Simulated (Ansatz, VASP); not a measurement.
**MgO: VASP beside Ansatz**

The input INCAR:

```
SYSTEM = MgO
  PREC = Accurate
  ENCUT = 750
  EDIFF = 1E-7
  ISMEAR = 0
  SIGMA = 0.02
  LREAL = .False.
  LASPH = .True.
  NELM = 120
  ALGO = Normal
  ISIF = 3
  LWAVE = .False.
  LCHARG = .False.
  GGA = CA
  IBRION = 2
  NSW = 100
  EDIFFG = -0.005
  GGA_COMPAT = .False.
  NELMIN = 4
```

Contents of KPOINTS:

```
regular mesh
0
Gamma
  10 10 10
  0 0 0
```

POSCAR

```
MgO
1.0
    0.0000000000      2.0796349157      2.0796349157
    2.0796349157      0.0000000000      2.0796349157
    2.0796349157      2.0796349157      0.0000000000
Mg O
1 1
Direct
    0.0000000000      0.0000000000      0.0000000000
    0.5000000000      0.5000000000      0.5000000000
```

Input for Ansatz:

```yaml
crystal:
  lattice:
    - [0.0, 2.0796349157, 2.0796349157]
    - [2.0796349157, 0.0, 2.0796349157]
    - [2.0796349157, 2.0796349157, 0.0]
  atoms:
    - { symbol: Mg, position: [0.0, 0.0, 0.0] }
    - { symbol: O, position: [0.5, 0.5, 0.5] }
basis:
  ecutwfc: 420
kpoints:
  mp_grid: { grid: [10, 10, 10] }
hamiltonian:
  xc: lda
scf:
  occupations: { method: gaussian, width: 0.02 }
output:
  forces: true
  stress: true
  eigenvalues: true
relax:
  adjacent_minimum: "off"
  f_tol: 0.005
  max_steps: 80
  cell: { stress_tol: 0.05 }
```

Alike in both runs: task relaxation of cell and atoms; functional LDA; k mesh 10 × 10 × 10; occupations gaussian, width 0.02 eV; no spin polarisation.

```csv
,VASP,Ansatz
version,VASP 6.6.1,Ansatz 0.2.0
potentials or method,"VASP PAW LDA potentials, release 64 (Mg_sv, O), cutoff 750 eV","scalar-relativistic, plane waves, PAW"
valence electrons in the cell,16,16
```

Ansatz gave:

* gap on the k mesh at the Fermi level, each at its own relaxed structure (eV): 5.03
* relaxed volume (Å³/atom): 8.99
* relaxed cell length with the largest relative difference (Å): 2.941

Task: Which values does VASP return?

Result: gap on the k mesh at the Fermi level, each at its own relaxed structure (eV): 5.05; relaxed volume (Å³/atom): 8.99; relaxed cell length with the largest relative difference (Å): 2.941.

LDA's correlation is that of Perdew and Zunger in VASP and of Perdew and Wang (1992) in Ansatz.

Noted on VASP's run: the relaxation stopped at its first step, so nothing moved.
